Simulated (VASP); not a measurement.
Wanted: the native input for a VASP 6.6.1 run.

```
Task                   : single point
Functional             : PBE
Potentials or basis    : VASP PAW PBE potentials, release 64 (Ga_d, N)
Cutoff                 : 520 eV
k mesh                 : 1 × 1 × 18
Occupations            : gaussian, width 0.05 eV
Spin                   : collinear spin, ferromagnetic start
Starting moments       : [0.5, 0.5, 0.5, 0.5] μB
Dipole correction      : no
Further INCAR settings : ALGO = Normal; EDIFF = 1e-06; NBANDS = 30
```

The structure of GaN lies in POSCAR:

```
GaN
1.0
   10.9000000000      0.0000000000      0.0000000000
    0.0000000000      9.3000000000      0.0000000000
    0.0000000000      0.0000000000      3.5451869580
Ga N
2 2
Direct
    0.4146227911      0.5000000000      0.0000000000
    0.5853772089      0.5000000000      0.5000000000
    0.4146227911      0.5000000000      0.5000000000
    0.5853772089      0.5000000000      0.0000000000
```

These files were run (other wordings do the same):

INCAR

```
SYSTEM = GaN
ALGO = Normal ; EDIFF = 1E-6
ENCUT = 520 ; GGA = PE
GGA_COMPAT = .FALSE. ; ISIF = 2
ISMEAR = 0 ; ISPIN = 2
LASPH = .TRUE. ; LCHARG = .FALSE.
LORBIT = 11 ; LREAL = .FALSE.
LWAVE = .FALSE. ; MAGMOM = 0.5 0.5 0.5 0.5
NBANDS = 30 ; NELM = 200
PREC = Accurate ; SIGMA = 0.05
```

KPOINTS

```
k-points
0
G
  1 1 18
  0 0 0
```

Potentials or basis: VASP PAW PBE potentials, release 64 (Ga_d, N).

The run is started by

```sh
$ cat potpaw_PBE.64/Ga_d/POTCAR potpaw_PBE.64/N/POTCAR > POTCAR
$ mpirun -np 1 vasp_std > vasp.out
```

Results of the run:

The largest force is 2.756 eV/Å. The band gap on the k mesh is 1.87 eV (least direct gap 2.40 eV), the net moment is 0.00 μB per cell and the valence electrons inside the program's atomic spheres are Ga 12.05; N 3.79.

Wall time 4 min on 1 thread of Intel(R) Xeon(R) 6975P-C (Granite Rapids) (shared host), peak memory 0.59 GiB.
